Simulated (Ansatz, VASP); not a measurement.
AlInH4: VASP beside Ansatz

The input INCAR:

```
PREC = Accurate ; ENCUT = 600
EDIFF = 1E-7 ; ISMEAR = 0
SIGMA = 0.1 ; LREAL = False
LASPH = True ; NELM = 80
ALGO = Normal ; ISIF = 3
LWAVE = False ; LCHARG = False
GGA = PE ; IBRION = 2
NSW = 90 ; EDIFFG = -0.04
```

The input KPOINTS:

```
Automatic mesh
0
Gamma
  4 4 4
```

File POSCAR:

```
AlInH4
1.0
    0.0000000000      3.4127925300      3.4127925300
    3.4127925300      0.0000000000      3.4127925300
    3.4127925300      3.4127925300      0.0000000000
Al In H
1 1 4
Direct
    0.5000000000      0.5000000000      0.5000000000
    0.7500000000      0.7500000000      0.7500000000
    0.3237170300      0.3237170300      0.3237170300
    0.3237170300      0.3237170300      0.0288489100
    0.3237170300      0.0288489100      0.3237170300
    0.0288489100      0.3237170300      0.3237170300
```

Input for Ansatz:

```yaml
crystal:
  lattice:
    - [0.0, 3.41279253, 3.41279253]
    - [3.41279253, 0.0, 3.41279253]
    - [3.41279253, 3.41279253, 0.0]
  atoms:
    - { symbol: Al, position: [0.5, 0.5, 0.5] }
    - { symbol: In, position: [0.75, 0.75, 0.75] }
    - { symbol: H, position: [0.32371703, 0.32371703, 0.32371703] }
    - { symbol: H, position: [0.32371703, 0.32371703, 0.02884891] }
    - { symbol: H, position: [0.32371703, 0.02884891, 0.32371703] }
    - { symbol: H, position: [0.02884891, 0.32371703, 0.32371703] }
basis:
  ecutwfc: 420
kpoints:
  mp_grid: { grid: [4, 4, 4] }
hamiltonian:
  xc: pbe
scf:
  occupations: { method: gaussian, width: 0.1 }
  lower_state_search: "off"
output:
  forces: true
  stress: true
  eigenvalues: true
relax:
  adjacent_minimum: "off"
  f_tol: 0.04
  max_steps: 70
  cell: { stress_tol: 0.4 }
```

Alike in both runs: task relaxation of cell and atoms; functional PBE; k mesh 4 × 4 × 4; occupations gaussian, width 0.1 eV; no spin polarisation.

|  | VASP | Ansatz |
| --- | --- | --- |
| version | VASP 6.6.1 | Ansatz 0.2.0 |
| potentials or method | VASP PAW PBE potentials, release 64 (Al, In_d, H), cutoff 600 eV | scalar-relativistic, plane waves, PAW |
| valence electrons in the cell | 20 | 20 |

|  | VASP | Ansatz | Ansatz less VASP |
| --- | --- | --- | --- |
| gap on the k mesh at the Fermi level, each at its own relaxed structure (eV) | 3.14 | 3.12 | -0.025 |
| relaxed volume (Å³/atom) | 17.84 | 17.45 | -0.393 |
| relaxed cell length with the largest relative difference (Å) | 5.330 | 5.290 | -0.0395 |

Noted on VASP's run: the volume moved by over 15 % at a fixed basis, so the end points are rough.
